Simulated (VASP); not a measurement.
Runs of VASP 6.6.1 on ZrPbO4. The structure is that of space group F-43m (No. 216), or close to it. The cells are those of the table. 

| task | cell | k mesh | cutoff (eV) | gap on the mesh (eV) | pressure (GPa) |
| --- | --- | --- | --- | --- | --- |
| single point | a = 4.679 Å, angles 60.0°, 6 atoms | 10 × 10 × 10 | 520 | none | 0.0 |
| single point | a = 4.844 Å, angles 60.0°, 6 atoms | 4 × 4 × 4 | 520 | none | (a) |
| relaxation of cell and atoms | relaxed from a = 4.844 Å, angles 60.0°, 6 atoms | 4 × 4 × 4 | 600 | none | 0.1 |
| single point | a = 4.675 Å, angles 60.0°, 6 atoms | 4 × 4 × 4 | 520 | none | -0.1 |

Alike in all rows: level PBE; potentials or basis VASP PAW PBE potentials, release 64 (Zr_sv, Pb_d, O); no spin polarisation; smearing gaussian 0.1 eV.

Fill in the values left out.

(a) -11.2.

Caveats: some runs use coarse meshes; spin-orbit coupling is left out, which moves the levels of the heavy elements.

A k mesh can miss the band edges, and the runs leave out spin-orbit coupling on Pb, Zr.

A gap of «none» marks levels without a gap at the run's occupations.
